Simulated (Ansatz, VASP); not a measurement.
Two plane-wave programs on Rh

The input POSCAR:

```
Rh
1.0
    2.7309790422      0.0000000000      0.0000000000
   -1.3654895211      2.3650972278      0.0000000000
    0.0000000000      0.0000000000      4.4284890000
Rh
2
Direct
    0.6666666700      0.3333333300      0.7500000000
    0.3333333300      0.6666666700      0.2500000000
```

INCAR.step1

```
SYSTEM = Rh
PREC = Accurate
ENCUT = 600
ISMEAR = 0
SIGMA = 0.1
LREAL = .False.
LASPH = .True.
NELM = 60
GGA = PE
ALGO = Normal
EDIFF = 1E-4
LWAVE = .True.
LCHARG = .False.
```

Contents of INCAR.step2:

```
SYSTEM = Rh
PREC = Accurate
ENCUT = 600
EDIFF = 1E-6
ISMEAR = 0
SIGMA = 0.1
LREAL = .False.
LASPH = .True.
NELM = 60
ALGO = Normal
ISIF = 3
LWAVE = .False.
LCHARG = .False.
METAGGA = R2SCAN
LMIXTAU = .True.
IBRION = 2
NSW = 100
EDIFFG = -0.05
ISTART = 1
```

Contents of KPOINTS:

```
Automatic mesh
0
Gamma
  12 12 4
  0 0 0
```

Input for Ansatz:

```yaml
crystal:
  lattice:
    - [2.7309790422, 0.0, 0.0]
    - [-1.3654895211, 2.3650972278, 0.0]
    - [0.0, 0.0, 4.428489]
  atoms:
    - { symbol: Rh, position: [0.66666667, 0.33333333, 0.75] }
    - { symbol: Rh, position: [0.33333333, 0.66666667, 0.25] }
basis:
  ecutwfc: 500
kpoints:
  mp_grid: { grid: [12, 12, 4] }
hamiltonian:
  xc: r2scan
scf:
  occupations: { method: gaussian, width: 0.1 }
output:
  forces: true
  stress: true
  eigenvalues: true
relax:
  adjacent_minimum: "off"
  f_tol: 0.05
  max_steps: 80
  cell: { stress_tol: 0.5 }
```

Alike in both runs: task relaxation of cell and atoms; functional r2SCAN; k mesh 12 × 12 × 4; occupations gaussian, width 0.1 eV; no spin polarisation.

|  | VASP | Ansatz |
| --- | --- | --- |
| version | VASP 6.6.1 | Ansatz 0.2.0 |
| potentials or method | VASP PAW PBE potentials, release 64 (Rh_pv), cutoff 600 eV | scalar-relativistic, plane waves, PAW |
| valence electrons in the cell | 30 | 34 |

```tsv
	VASP	Ansatz	Ansatz less VASP
gap on the k mesh at the Fermi level, each at its own relaxed structure (eV)	none	none	-
relaxed volume (Å³/atom)	13.80	13.73	-0.061
relaxed cell length with the largest relative difference (Å)	4.371	4.359	-0.0121
```

VASP's potentials were made for PBE, not for r2SCAN. A gap of «none» marks a metal or a gap that the smearing closes. VASP's potentials hold 30 valence electrons a cell and Ansatz's 34, so a difference there can come from the potentials and not from the codes.
